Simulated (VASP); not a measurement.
Input of a VASP 6.6.1 run:

Contents of POSCAR:

```
AgCl
1.0
    3.3664696193      0.0000000000      0.0000000000
    0.0000000000      3.3664696193      0.0000000000
    0.0000000000      0.0000000000      3.3664696193
Ag Cl
1 1
Direct
    0.0000000000      0.0000000000      0.0000000000
    0.5000000000      0.5000000000      0.5000000000
```

The input INCAR.step1:

```
SYSTEM = AgCl
  PREC = Accurate
  ENCUT = 520
  ISMEAR = -1
  SIGMA = 0.03
  LREAL = .FALSE.
  LASPH = .TRUE.
  NELM = 100
  NBANDS = 16
  GGA = PE
  ALGO = Normal
  EDIFF = 1E-4
  LWAVE = .TRUE.
  LCHARG = .FALSE.
```

The input INCAR.step2:

```
SYSTEM = AgCl
  PREC = Accurate
  ENCUT = 520
  EDIFF = 1E-6
  ISMEAR = -1
  SIGMA = 0.03
  LREAL = .FALSE.
  LASPH = .TRUE.
  NELM = 100
  ALGO = Normal
  ISIF = 2
  LWAVE = .FALSE.
  LCHARG = .FALSE.
  METAGGA = R2SCAN
  LMIXTAU = .TRUE.
  LUSE_VDW = .TRUE.
  IVDW_NL = 2
  BPARAM = 11.95
  CPARAM = 0.0093
  NBANDS = 16
  ISTART = 1
```

KPOINTS

```
regular mesh
0
G
  8 8 8
  0 0 0
```

Potentials or basis: VASP PAW PBE potentials, release 64 (Ag, Cl).

Run with:

```console
$ cat potpaw_PBE.64/Ag/POTCAR potpaw_PBE.64/Cl/POTCAR > POTCAR
$ cp INCAR.step1 INCAR
$ mpirun -np 1 vasp_std > vasp.out
$ cp INCAR.step2 INCAR
$ mpirun -np 1 vasp_std > vasp.out
```

Q: Predict the band gap on the k mesh.

A: 1.16 eV, indirect (least direct gap 2.94 eV).

Q: What does it give for the pressure?

A: 0.1 GPa.

Caveat: the PAW data sets were made with another functional, which shifts forces and pressure a little. r2SCAN opens gaps a little over a GGA but as a rule still falls short of measured ones.
